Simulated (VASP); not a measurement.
Input of a VASP 6.6.1 run:

The input INCAR:

```
SYSTEM = GaN
PREC = Accurate
ENCUT = 520
EDIFF = 1E-6
ISMEAR = 0
SIGMA = 0.05
LREAL = .False.
LASPH = .True.
NELM = 80
ALGO = Normal
ISIF = 2
LWAVE = .False.
LCHARG = .True.
GGA = PE
LELF = .True.
LVHAR = .True.
NBANDS = 26
```

File KPOINTS:

```
Automatic mesh
0
Gamma
  12 12 6
  0 0 0
```

Contents of POSCAR:

```
GaN
1.0
    3.3149817792      0.0000000000      0.0000000000
   -1.6574908896      2.8708584339      0.0000000000
    0.0000000000      0.0000000000      5.2430304311
Ga N
2 2
Direct
    0.3333333333      0.6666666667      0.9991316867
    0.6666666667      0.3333333333      0.4991316867
    0.3333333333      0.6666666667      0.3758683133
    0.6666666667      0.3333333333      0.8758683133
```

Potentials or basis: VASP PAW PBE potentials, release 64 (Ga_d, N).

Launch:

```bash
$ cat potpaw_PBE.64/Ga_d/POTCAR potpaw_PBE.64/N/POTCAR > POTCAR
$ mpirun -np 1 vasp_std > vasp.out
```

Q: Predict the band gap on the k mesh.

A: 1.33 eV.

Q: What does it give for the pressure?

A: -8.5 GPa.

Forces on the atoms (eV/Å):
```
Ga   0.000  0.000 -0.202
Ga   0.000  0.000 -0.202
N    0.000  0.000  0.202
N    0.000  0.000  0.202
```

Caveat: the cell differs from its parent crystal (strain +0.030 along x and y, +0.000 along z); the cell stands under tension.
